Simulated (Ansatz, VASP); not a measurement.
SnO in VASP and in Ansatz

```
Sn O
1.0
     3.07406    0.00000    0.00000
     0.00000    5.19896    0.00000
     0.00000    0.00000    5.02895
Sn O
2 2
Direct
  0.00000 0.23191 0.51314
  0.50000 0.76809 0.01314
  0.00000 0.89125 0.73686
  0.50000 0.10875 0.23686
```

Alike in both runs: task single point; functional r2SCAN; k mesh 10 × 6 × 8; occupations gaussian, width 0.05 eV; no spin polarisation.

|  | VASP | Ansatz |
| --- | --- | --- |
| version | VASP 6.6.1 | Ansatz 0.2.0 |
| potentials or method | VASP PAW PBE potentials, release 64 (Sn_d, O), cutoff 520 eV | scalar-relativistic, plane waves, PAW |
| valence electrons in the cell | 40 | 40 |

VASP gave:

```
gap on the k mesh at the Fermi level (eV)                     : 1.25
least direct gap on the mesh (eV)                             : 1.40
pressure (GPa)                                                : -0.5
traceless stress, the component that is largest in VASP (GPa) : -5.47
rms of the force components (eV/Å)                            : 0.391
```

Which values does Ansatz return?

gap on the k mesh at the Fermi level (eV): 1.26; least direct gap on the mesh (eV): 1.41; pressure (GPa): -1.0; traceless stress, the component that is largest in VASP (GPa): -5.52; rms of the force components (eV/Å): 0.425.

VASP's potentials were made for PBE, not for r2SCAN. Atom by atom the forces differ by 0.052 eV/Å (rms over components). With one functional, cell and mesh, what is left measures potentials, basis and numerics.
